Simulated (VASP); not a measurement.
# CaO (R-3m) in VASP: notebook

CaO is run at these levels: PBE; tasks: single point.

Everything below comes from runs of VASP 6.6.1. Logs are shortened: lines on timing, memory, paths and dates and some standing lists are left out, and cuts for length are marked.

## Step 1: The cell of the first run

It takes space group R-3m (No. 166, trigonal). Conventional cell: a = 2.749 Å, b = 2.749 Å, c = 13.467 Å, α = 90.00°, β = 90.00°, γ = 120.00°. Within 3.6 Å of Ca (site symmetry -3m) lie 6 Ca at 2.75 Å and 6 O at 2.75 Å. O (site symmetry -3m) has 6 O at 2.75 Å and 6 Ca at 2.75 Å within 3.6 Å.

## Step 2: Single point, PBE

File INCAR:

```
SYSTEM = CaO
ALGO = Normal
EDIFF = 1E-7
ENCUT = 520
GGA = PE
ISIF = 2
ISMEAR = 0
LASPH = .True.
LCHARG = .False.
LREAL = .False.
LWAVE = .False.
NBANDS = 15
NELM = 80
PREC = Accurate
SIGMA = 0.05
```

File KPOINTS:

```
k-points
0
Gamma
  10 10 10
  0 0 0
```

File POSCAR:

```
CaO
1.0
    1.2958483921      3.2396209802      3.2396209802
    3.2396209802      1.2958483921      3.2396209802
    3.2396209802      3.2396209802      1.2958483921
Ca O
1 1
Direct
    0.0000000000      0.0000000000      0.0000000000
    0.5000000000      0.5000000000      0.5000000000
```

Potentials or basis: VASP PAW PBE potentials, release 64 (Ca_sv, O).

The run is started by

```bash
$ cat potpaw_PBE.64/Ca_sv/POTCAR potpaw_PBE.64/O/POTCAR > POTCAR
$ mpirun -np 1 vasp_std > vasp.out
```

OUTCAR:

```text
SYSTEM = CaO
   EDIFF = 1E-7
   ENCUT = 520
   GGA = PE
   ISIF = 2
   ISMEAR = 0
   LASPH = .True.
   LREAL = .False.
   NELM = 80
   PREC = Accurate

 ion  position               nearest neighbor table
   1  0.000  0.000  0.000-
   2  0.500  0.500  0.500-

  LATTYP: Found a trigonal (rhomboedric) cell.
 ALAT       =     4.7612510169
 COS(alpha) =     0.8333333333

  Lattice vectors:

 A1 = (   1.2958483921,   3.2396209802,   3.2396209802)
 A2 = (   3.2396209802,   1.2958483921,   3.2396209802)
 A3 = (   3.2396209802,   3.2396209802,   1.2958483921)

Analysis of symmetry for initial positions (statically):
=====================================================================
 Subroutine PRICEL returns:
 Original cell was already a primitive cell.

 Routine SETGRP: Setting up the symmetry group for a
 trigonal (rhombohedral) supercell.

 Subroutine GETGRP returns: Found 12 space group operations
 (whereof 12 operations were pure point group operations)
 out of a pool of 12 trial point group operations.

The static configuration has the point symmetry D_3d.

Analysis of symmetry for dynamics (positions and initial velocities):
=====================================================================
 Subroutine PRICEL returns:
 Original cell was already a primitive cell.

 Routine SETGRP: Setting up the symmetry group for a
 trigonal (rhombohedral) supercell.

 Subroutine GETGRP returns: Found 12 space group operations
 (whereof 12 operations were pure point group operations)
 out of a pool of 12 trial point group operations.

The dynamic configuration has the point symmetry D_3d.

 Subroutine INISYM returns: Found 12 space group operations
 (whereof 12 operations are pure point group operations),
 and found     1 'primitive' translations

----------------------------------------------------------------------------------------

                                     Primitive cell

  volume of cell :      29.3762

  direct lattice vectors                    reciprocal lattice vectors
     1.295848392  3.239620980  3.239620980    -0.300103694  0.214359781  0.214359781
     3.239620980  1.295848392  3.239620980     0.214359781 -0.300103694  0.214359781
     3.239620980  3.239620980  1.295848392     0.214359781  0.214359781 -0.300103694

  length of vectors
     4.761251017  4.761251017  4.761251017     0.426570579  0.426570579  0.426570579

  position of ions in fractional coordinates (direct lattice)
     0.000000000  0.000000000  0.000000000
     0.500000000  0.500000000  0.500000000

[... 86 lines left out ...]
   PSTRESS=    0.0 pullay stress
   NELECT =      16.0000    total number of electrons
   NUPDOWN=      -1.0000    fix difference up-down
   EMIN   =  10.00;   EMAX   =-10.00  energy-range for DOS
   EFERMI =   0.00;   METHOD = LEGACY
   ISMEAR =     0;   SIGMA  =   0.05  broadening in eV -4-tet -1-fermi 0-gaus
   EFERMI_NEDOS =   21; number of points for ismear=-14 and -15
   IALGO  =     38    algorithm
   IMIX   =      4    mixing-type and parameters
     AMIX     =   0.40;   BMIX     =  1.00
     AMIX_MAG =   1.60;   BMIX_MAG =  1.00
  volume/ion in A,a.u.               =      14.69        99.12
  Fermi-wavevector in a.u.,A,eV,Ry     =   1.336953  2.526474 24.319632  1.787443
  Thomas-Fermi vector in A             =   2.465539
   LORBIT       =      0    0 simple, 1 ext, 2 COOP (PROOUT), +10 PAW based schemes
   GGA     = PE    functional components
   LHFCALC =     F    Hartree Fock is set to
   AEXX    =    0.0000 exact exchange contribution
   IVDW    =     0    specifies the selected vdW correction
   LEPSILON=     F    determine dielectric tensor
   LRPA    =     F    only Hartree local field effects (RPA)
 non-spin polarized calculation
 Gauss-broadening in eV      SIGMA  =   0.05
  energy-cutoff  :      520.00
  volume of cell :       29.38
 maximum number of plane-waves:       804
   NGX = 17   NGY = 17   NGZ = 17

 number of electron      15.9999999 magnetization

 Free energy of the ion-electron system (eV)
  ---------------------------------------------------
  ext. energy  EPLUGINS =         0.00000000
  ---------------------------------------------------
  free energy    TOTEN  =        -6.73608213 eV

  energy without entropy =       -6.73135864  energy(sigma->0) =       -6.73372038

 E-fermi :   3.7861     XC(G=0): -10.4242

 val. band max:        3.7809159389   @ k =   0.3000   0.3000   0.2000
 cond. band min:       3.7891380207   @ k =  -0.2000  -0.2000   0.1000
 fundamental gap:      0.0082220818
 Fermi energy:         3.7860503207

 k-point     1 :       0.0000    0.0000    0.0000
  band No.  band energies     occupation
      1     -37.8253      2.00000
      2     -18.4091      2.00000
      3     -17.6880      2.00000
      4     -17.6880      2.00000
      5     -13.0836      2.00000
      6       0.9047      2.00000
      7       2.3665      2.00000
      8       4.2800      0.00000
      9       4.2800      0.00000
     10       6.8854      0.00000
     11       6.8854      0.00000
     12       7.9859      0.00000
     13      10.4068      0.00000
     14      10.4068      0.00000
[... 401 lines left out ...]
      2     -19.5484      2.00000
      3     -18.2298      2.00000
      4     -18.0499      2.00000
      5     -12.2078      2.00000
      6       1.1287      2.00000
      7       1.4948      2.00000
      8       3.3799      2.00000
      9       3.8211      0.32210
     10       6.3917      0.00000
     11       7.8629      0.00000
     12       9.2965      0.00000
     13       9.8024      0.00000
     14      11.4921      0.00000
     15      16.6981      0.00000

 [... further k-points ...]

------------------------ aborting loop because EDIFF is reached ----------------------------------------

  FORCE on cell =-STRESS in cart. coord.  units (eV):
  Direction    XX          YY          ZZ          XY          YZ          ZX
  --------------------------------------------------------------------------------------
  -------------------------------------------------------------------------------------
  Total        0.1241978      0.1241978      0.1241978     -6.5404503     -6.5404503     -6.5404503
  in kB        6.7737334      6.7737334      6.7737334   -356.7154161   -356.7154161   -356.7154161
  external PRESSURE =       6.7737334 kB  Pullay stress =       0.0000000 kB

 VOLUME and BASIS-vectors are now :
 -----------------------------------------------------------------------------
  energy-cutoff  :      520.00
  volume of cell :       29.38
      direct lattice vectors                 reciprocal lattice vectors
     1.295848392  3.239620980  3.239620980    -0.300103694  0.214359781  0.214359781
     3.239620980  1.295848392  3.239620980     0.214359781 -0.300103694  0.214359781
     3.239620980  3.239620980  1.295848392     0.214359781  0.214359781 -0.300103694

 POSITION                                       TOTAL-FORCE (eV/Angst)
 -----------------------------------------------------------------------------------
      0.00000      0.00000      0.00000         0.000000      0.000000     -0.000000
      3.88755      3.88755      3.88755        -0.000000     -0.000000      0.000000
 -----------------------------------------------------------------------------------
    total drift:                               -0.000000      0.000000      0.000000

  FREE ENERGIE OF THE ION-ELECTRON SYSTEM (eV)
  ---------------------------------------------------
  free  energy   TOTEN  =        -6.7360821263 eV

  energy  without entropy=       -6.7313586427  energy(sigma->0) =       -6.73372038
```

stdout:

```text
POSCAR found type information on POSCAR CaO
 POSCAR found :  2 types and       2 ions
 scaLAPACK will be used
 LDA part: xc-table for (Slater+PW92), standard interpolation
 POSCAR, INCAR and KPOINTS ok, starting setup
 FFT: planning ... GRIDC
 FFT: planning ... GRID_SOFT
 FFT: planning ... GRID
 WAVECAR not read
 entering main loop
```

Wall time 45 s (1 thread of Intel Xeon 6975P-C (Granite Rapids), shared host); peak memory 0.23 GiB.

What came out:

```
Free energy            : -6.7361 eV
Pressure               : 0.7 GPa
Band gap on the k mesh : zero (band 8 reaches 4.28 eV, above the bottom of band 9 at 3.46 eV)
```

Stress tensor (GPa, compression positive):
```
  0.68 -35.67 -35.67
-35.67   0.68 -35.67
-35.67 -35.67   0.68
```

## Step 3: Single point, PBE

This run uses another cell than the first one, of the same volume but with other edges.

File INCAR:

```
SYSTEM = CaO
PREC     = Accurate       ! precision mode
ENCUT    = 520            ! plane-wave cutoff, eV
EDIFF    = 1E-7           ! SCF threshold, eV
ISMEAR   = 0              ! smearing method
SIGMA    = 0.05           ! smearing width, eV
LREAL    = .FALSE.        ! projectors in reciprocal space
LASPH    = .TRUE.         ! aspherical terms in the spheres
NELM     = 100            ! most SCF steps
ALGO     = Normal         ! electronic algorithm
ISIF     = 2              ! what is computed and relaxed
LWAVE    = .FALSE.        ! write WAVECAR
LCHARG   = .FALSE.        ! write CHGCAR
GGA      = PE             ! functional
NBANDS   = 15             ! bands
```

File KPOINTS:

```
Automatic mesh
0
G
  10 10 10
  0 0 0
```

File POSCAR:

```
CaO
1.0
   -0.5307329784      2.2144375994      2.2144375994
    2.2144375994     -0.5307329784      2.2144375994
    2.2144375994      2.2144375994     -0.5307329784
Ca O
1 1
Direct
    0.0000000000      0.0000000000      0.0000000000
    0.5000000000      0.5000000000      0.5000000000
```

Potentials or basis: VASP PAW PBE potentials, release 64 (Ca_sv, O).

The run is started by

```bash
$ cat potpaw_PBE.64/Ca_sv/POTCAR potpaw_PBE.64/O/POTCAR > POTCAR
$ mpirun -np 1 vasp_std > vasp.out
```

Wall time 12 s (1 thread of Intel Xeon 6975P-C (Granite Rapids), shared host); peak memory 0.17 GiB.

Results (log left out):

| Property | Result |
| --- | --- |
| Free energy | -12.1588 eV |
| Pressure | -6.8 GPa |
| Band gap on the k mesh | 3.04 eV, indirect (least direct gap 3.31 eV) |

Stress tensor (GPa, compression positive):
```
-6.77  6.81  6.81
 6.81 -6.77  6.81
 6.81  6.81 -6.77
```

Levels at points of the mesh, in eV from the valence-band top:
| k point | band 5 | band 6 | band 7 | band 8 | band 9 | band 10 | band 11 | band 12 |
| --- | --- | --- | --- | --- | --- | --- | --- | --- |
| (0.00, 0.00, 0.00) | -15.90 | -0.52 | -0.52 | 0.00 | 3.37 | 3.82 | 3.82 | 7.20 |
| (0.50, 0.00, 0.00) | -15.06 | -3.13 | -1.48 | -0.48 | 5.13 | 5.32 | 7.69 | 8.12 |
| (0.50, 0.50, 0.00) | -15.51 | -1.94 | -1.38 | -0.27 | 3.04 | 5.62 | 7.03 | 7.33 |
| (0.50, 0.50, 0.50) | -15.01 | -2.86 | -2.37 | -2.37 | 6.13 | 8.03 | 8.14 | 8.14 |

## Step 4: Single point, PBE

This run uses another cell than the first one, of the same volume but with other edges.

File INCAR:

```
ALGO = Normal
EDIFF = 1E-6
ENCUT = 520
GGA = PE
ISIF = 2
ISMEAR = 0
LASPH = True
LCHARG = True
LELF = True
LREAL = False
LVHAR = True
LWAVE = False
NBANDS = 15
NELM = 60
PREC = Accurate
SIGMA = 0.05
```

File KPOINTS:

```
k-points
0
Gamma
  10 10 10
```

File POSCAR:

```
CaO
1.0
    0.5969551161      2.7809372480      2.7809372480
    2.7809372480      0.5969551161      2.7809372480
    2.7809372480      2.7809372480      0.5969551161
Ca O
1 1
Direct
    0.0000000000      0.0000000000      0.0000000000
    0.5000000000      0.5000000000      0.5000000000
```

The run is started by

```bash
$ cat potpaw_PBE.64/Ca_sv/POTCAR potpaw_PBE.64/O/POTCAR > POTCAR
$ mpirun -np 1 vasp_std > vasp.out
```

Run time: 29 s. Hardware: 1 thread of Intel Xeon 6975P-C (Granite Rapids), shared host; peak memory 0.2 GiB.

It converged, with:

```
Free energy            : -11.3309 eV
Pressure               : -5.1 GPa
Band gap on the k mesh : 1.08 eV, direct
```

Stress tensor (GPa, compression positive):
```
 -5.07 -25.98 -25.98
-25.98  -5.07 -25.98
-25.98 -25.98  -5.07
```

Levels at points of the mesh, in eV from the valence-band top:
| k point | band 5 | band 6 | band 7 | band 8 | band 9 | band 10 | band 11 | band 12 |
| --- | --- | --- | --- | --- | --- | --- | --- | --- |
| (0.00, 0.00, 0.00) | -16.20 | -1.63 | 0.00 | 0.00 | 1.08 | 4.52 | 4.52 | 5.19 |
| (0.50, 0.00, 0.00) | -15.32 | -3.24 | -2.83 | -1.01 | 3.11 | 6.75 | 7.36 | 7.53 |
| (0.50, 0.50, 0.00) | -15.74 | -2.27 | -1.59 | -0.46 | 1.57 | 5.07 | 6.57 | 6.93 |
| (0.50, 0.50, 0.50) | -15.44 | -3.73 | -0.53 | -0.53 | 3.43 | 5.22 | 5.22 | 7.75 |

 A k mesh can miss the band edges.

## Step 5: Single point, PBE

This run uses another cell than the first one, of the same volume but with other edges.

File INCAR:

```
SYSTEM = CaO
ALGO     = Normal         ! electronic algorithm
EDIFF    = 1E-6           ! SCF threshold, eV
ENCUT    = 520            ! plane-wave cutoff, eV
GGA      = PE             ! functional
ISIF     = 2              ! what is computed and relaxed
ISMEAR   = 0              ! smearing method
LASPH    = .True.         ! aspherical terms in the spheres
LCHARG   = .False.        ! write CHGCAR
LREAL    = .False.        ! projectors in reciprocal space
LWAVE    = .False.        ! write WAVECAR
NBANDS   = 15             ! bands
NELM     = 80             ! most SCF steps
PREC     = Accurate       ! precision mode
SIGMA    = 0.05           ! smearing width, eV
```

File KPOINTS:

```
k-points
0
Gamma
  10 10 10
  0 0 0
```

File POSCAR:

```
CaO
1.0
   -0.7742961514      2.1293144162      2.1293144162
    2.1293144162     -0.7742961514      2.1293144162
    2.1293144162      2.1293144162     -0.7742961514
Ca O
1 1
Direct
    0.0000000000      0.0000000000      0.0000000000
    0.5000000000      0.5000000000      0.5000000000
```

Potentials or basis: VASP PAW PBE potentials, release 64 (Ca_sv, O).

The run is started by

```bash
$ cat potpaw_PBE.64/Ca_sv/POTCAR potpaw_PBE.64/O/POTCAR > POTCAR
$ mpirun -np 1 vasp_std > vasp.out
```

OUTCAR:

```text
SYSTEM = CaO
   EDIFF = 1E-6
   ENCUT = 520
   GGA = PE
   ISIF = 2
   ISMEAR = 0
   LASPH = .True.
   LREAL = .False.
   NELM = 80
   PREC = Accurate

 ion  position               nearest neighbor table
   1  0.000  0.000  0.000-
   2  0.500  0.500  0.500-

  LATTYP: Found a trigonal (rhomboedric) cell.
 ALAT       =     3.1092594450
 COS(alpha) =     0.1279069767

  Lattice vectors:

 A1 = (  -0.7742961514,   2.1293144162,   2.1293144162)
[... 616 lines left out ...]
 [... further k-points ...]

------------------------ aborting loop because EDIFF is reached ----------------------------------------

  FORCE on cell =-STRESS in cart. coord.  units (eV):
  Direction    XX          YY          ZZ          XY          YZ          ZX
  --------------------------------------------------------------------------------------
  -------------------------------------------------------------------------------------
  Total       -1.7775932     -1.7775932     -1.7775932      0.7623923      0.7623923      0.7623923
  in kB      -96.9497292    -96.9497292    -96.9497292     41.5807907     41.5807907     41.5807907
  external PRESSURE =     -96.9497292 kB  Pullay stress =       0.0000000 kB

 VOLUME and BASIS-vectors are now :
 -----------------------------------------------------------------------------
  energy-cutoff  :      520.00
  volume of cell :       29.38
      direct lattice vectors                 reciprocal lattice vectors
    -0.774296151  2.129314416  2.129314416    -0.133932867  0.210465934  0.210465934
     2.129314416 -0.774296151  2.129314416     0.210465934 -0.133932867  0.210465934
     2.129314416  2.129314416 -0.774296151     0.210465934  0.210465934 -0.133932867

 POSITION                                       TOTAL-FORCE (eV/Angst)
 -----------------------------------------------------------------------------------
      0.00000      0.00000      0.00000         0.000000     -0.000000      0.000000
      1.74217      1.74217      1.74217        -0.000000      0.000000     -0.000000
 -----------------------------------------------------------------------------------
    total drift:                               -0.000000     -0.000000      0.000000

  FREE ENERGIE OF THE ION-ELECTRON SYSTEM (eV)
  ---------------------------------------------------
  free  energy   TOTEN  =       -11.8084092339 eV

  energy  without entropy=      -11.8084092339  energy(sigma->0) =      -11.80840923
```

stdout:

```text
POSCAR found type information on POSCAR CaO
 POSCAR found :  2 types and       2 ions
 scaLAPACK will be used
 LDA part: xc-table for (Slater+PW92), standard interpolation
 POSCAR, INCAR and KPOINTS ok, starting setup
 FFT: planning ... GRIDC
 FFT: planning ... GRID_SOFT
 FFT: planning ... GRID
 WAVECAR not read
 entering main loop
```

It took 11 s on 1 thread of Intel Xeon 6975P-C (Granite Rapids), shared host; peak memory 0.17 GiB.

Results:

```
Free energy            : -11.8084 eV
Pressure               : -9.7 GPa
Band gap on the k mesh : 3.15 eV, indirect (least direct gap 3.18 eV)
```

Stress tensor (GPa, compression positive):
```
-9.69  4.16  4.16
 4.16 -9.69  4.16
 4.16  4.16 -9.69
```

 A k mesh can miss the band edges.

## Step 6: Single point, PBE

This run uses another cell than the first one, of the same volume but with other edges.

File INCAR:

```
PREC = Accurate
ENCUT = 520
EDIFF = 1E-6
ISMEAR = 0
SIGMA = 0.05
LREAL = F
LASPH = T
NELM = 60
ALGO = Normal
ISIF = 2
LWAVE = F
LCHARG = T
GGA = PE
LELF = T
LVHAR = T
NBANDS = 15
```

File KPOINTS:

```
regular mesh
0
Gamma
  10 10 10
```

File POSCAR:

```
CaO
1.0
   -0.2585328953      2.3267960578      2.3267960578
    2.3267960578     -0.2585328953      2.3267960578
    2.3267960578      2.3267960578     -0.2585328953
Ca O
1 1
Direct
    0.0000000000      0.0000000000      0.0000000000
    0.5000000000      0.5000000000      0.5000000000
```

Potentials or basis: VASP PAW PBE potentials, release 64 (Ca_sv, O).

The run is started by

```bash
$ cat potpaw_PBE.64/Ca_sv/POTCAR potpaw_PBE.64/O/POTCAR > POTCAR
$ mpirun -np 1 vasp_std > vasp.out
```

It took 22 s on 1 thread of Intel Xeon 6975P-C (Granite Rapids), shared host; peak memory 0.19 GiB.

Results (log left out):

* Free energy: -12.6011 eV
* Pressure: -4.3 GPa
* Band gap on the k mesh: 3.24 eV, indirect (least direct gap 3.66 eV)

Stress tensor (GPa, compression positive):
```
-4.30  5.73  5.73
 5.73 -4.30  5.73
 5.73  5.73 -4.30
```

Levels at points of the mesh, in eV from the valence-band top:
```csv
k point,band 4,band 5,band 6,band 7,band 8,band 9,band 10,band 11,band 12,band 13
"(0.00, 0.00, 0.00)",-19.17,-15.74,-0.41,-0.41,0.00,3.75,5.00,5.00,6.91,7.24
"(0.50, 0.00, 0.00)",-19.16,-14.79,-2.87,-1.50,-0.85,5.93,6.66,7.77,8.34,9.29
"(0.50, 0.50, 0.00)",-19.26,-15.46,-1.68,-0.94,-0.42,3.24,6.89,7.92,8.43,8.92
"(0.50, 0.50, 0.50)",-19.28,-14.81,-2.75,-1.86,-1.86,6.52,7.80,8.16,8.16,9.54
```

## Step 7: Overview

```csv
cell,gap on the mesh (eV),pressure (GPa)
"a = 4.761 Å, angles 33.6°, 2 atoms",none,0.7
"a = 3.176 Å, angles 75.3°, 2 atoms",3.04,-6.8
"a = 3.978 Å, angles 45.7°, 2 atoms",1.08,-5.1
"a = 3.109 Å, angles 82.7°, 2 atoms",3.15,-9.7
"a = 3.301 Å, angles 67.3°, 2 atoms",3.24,-4.3
```

Alike in all rows: task single point; level PBE; potentials or basis VASP PAW PBE potentials, release 64 (Ca_sv, O); no spin polarisation; k mesh 10 × 10 × 10; cutoff (eV) 520; smearing gaussian 0.05 eV.

Absolute energies hang on the potentials; compare differences alone.
